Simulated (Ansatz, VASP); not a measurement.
## HgPd in VASP and in Ansatz

File INCAR:

```
SYSTEM = HgPd
PREC = Accurate
ENCUT = 540
EDIFF = 1E-6
ISMEAR = 0
SIGMA = 0.15
LREAL = .False.
LASPH = .True.
NELM = 120
ALGO = Normal
ISIF = 2
LWAVE = .False.
LCHARG = .False.
NBANDS = 26
GGA_COMPAT = .False.
```

KPOINTS

```
Automatic mesh
0
Gamma
  16 16 14
  0 0 0
```

POSCAR

```
HgPd
1.0
    3.0299525574      0.0000000000      0.0000000000
    0.0000000000      2.8481554040      0.0000000000
    0.0000000000      0.0000000000      3.6920000000
Hg Pd
1 1
Direct
    0.0000000000      0.0000000000      0.0000000000
    0.5000000000      0.5000000000      0.5000000000
```

Input for Ansatz:

```yaml
crystal:
  lattice:
    - [3.0299525574, 0.0, 0.0]
    - [0.0, 2.848155404, 0.0]
    - [0.0, 0.0, 3.692]
  atoms:
    - { symbol: Hg, position: [0.0, 0.0, 0.0] }
    - { symbol: Pd, position: [0.5, 0.5, 0.5] }
basis:
  ecutwfc: 420
kpoints:
  mp_grid: { grid: [16, 16, 14] }
hamiltonian:
  xc: lda
scf:
  occupations: { method: gaussian, width: 0.15 }
output:
  forces: true
  stress: true
  eigenvalues: true
```

Change from the starting cell: strain -0.0600 x Voigt [0, 1, 0, 0, 0, 0], atoms carried along.

Alike in both runs: task single point; functional LDA; k mesh 16 × 16 × 14; occupations gaussian, width 0.15 eV; no spin polarisation.

|  | VASP | Ansatz |
| --- | --- | --- |
| version | VASP 6.6.1 | Ansatz 0.2.0 |
| potentials or method | VASP PAW LDA potentials, release 64 (Hg_sv_GW, Pd_sv_GW), cutoff 540 eV | scalar-relativistic, plane waves, PAW |
| valence electrons in the cell | 38 | 38 |

```csv
,VASP,Ansatz,Ansatz less VASP
gap on the k mesh at the Fermi level (eV),none,none,-
pressure (GPa),5.3,6.0,+0.72
"traceless stress, the component that is largest in VASP (GPa)",4.36,4.29,-0.076
```

LDA's correlation is that of Perdew and Zunger in VASP and of Perdew and Wang (1992) in Ansatz. A gap of «none» marks a metal or a gap that the smearing closes.

Spin-orbit coupling is off throughout.
